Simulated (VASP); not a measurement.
Input of a VASP 6.6.1 run:

The input POSCAR:

```
MgS
1.0
    0.0219828249      2.6015177399      2.6015177399
    2.6015177399      0.0219828249      2.6015177399
    2.6235005648      2.6235005648      0.0000000000
Mg S
1 1
Direct
    0.0000000000      0.0000000000      0.0000000000
    0.5000000000      0.5000000000      0.5000000000
```

File INCAR.step1:

```
SYSTEM = MgS
PREC = Accurate
ENCUT = 520
EDIFF = 1E-5
ISMEAR = 0
SIGMA = 0.01
LREAL = .False.
LASPH = .True.
NELM = 60
ALGO = Normal
ISIF = 2
LWAVE = .True.
LCHARG = .False.
NBANDS = 11
GGA = PE
```

INCAR.step2

```
SYSTEM = MgS
PREC = Accurate
ENCUT = 520
EDIFF = 1E-6
ISMEAR = 0
SIGMA = 0.01
LREAL = .False.
LASPH = .True.
NELM = 60
ALGO = Normal
ISIF = 2
LWAVE = .False.
LCHARG = .False.
GGA = PE
LHFCALC = .True.
HFSCREEN = 0.2079
PRECFOCK = Normal
NBANDS = 11
ISTART = 1
```

Contents of KPOINTS:

```
Automatic mesh
0
Gamma
  6 6 6
  0 0 0
```

Potentials or basis: VASP PAW PBE potentials, release 64 (Mg, S).

Run with:

```sh
$ cat potpaw_PBE.64/Mg/POTCAR potpaw_PBE.64/S/POTCAR > POTCAR
$ cp INCAR.step1 INCAR
$ mpirun -np 1 vasp_std > vasp.out
$ cp INCAR.step2 INCAR
$ mpirun -np 1 vasp_std > vasp.out
```

(1) Estimate the pressure.

(2) Estimate the band gap on the k mesh.

Answers

(1) -0.7 GPa.

(2) 3.66 eV, indirect (least direct gap 4.71 eV).

Caveat: the cell differs from its parent crystal (shear xy strain +1.7%); the PAW data sets were made with another functional, which shifts forces and pressure a little.
